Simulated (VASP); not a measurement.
Input of a VASP 6.6.1 run:

File INCAR:

```
SYSTEM = Pt
ALGO = Normal ; EDIFF = 1E-6
ENCUT = 520 ; GGA = PS
ISIF = 2 ; ISMEAR = -1
LASPH = .True. ; LCHARG = .False.
LREAL = .False. ; LWAVE = .False.
NBANDS = 17 ; NELM = 60
PREC = Accurate ; SIGMA = 0.13605693000000002
```

The input KPOINTS:

```
k-points
0
Gamma
  8 8 8
  0 0 0
```

File POSCAR:

```
Pt
1.0
    0.0000000000      2.8453087900      2.8453087900
    2.8453087900      0.0000000000      2.8453087900
    2.8453087900      2.8453087900      0.0000000000
Pt
2
Direct
    0.0000000000      0.0000000000      0.0000000000
    0.2500000000      0.2500000000      0.2500000000
```

Potentials or basis: VASP PAW PBE potentials, release 64 (Pt).

The run is started by

```console
$ cat potpaw_PBE.64/Pt/POTCAR > POTCAR
$ mpirun -np 1 vasp_std > vasp.out
```

Question: Estimate the pressure.

Answer: -0.1 GPa.

Question: What does it give for the band gap on the k mesh?

Answer: Zero (band 10 reaches 5.61 eV, above the bottom of band 11 at 4.97 eV).

Caveat: the PAW data sets were made with another functional, which shifts forces and pressure a little; spin-orbit coupling is left out, which moves the levels of the heavy elements.
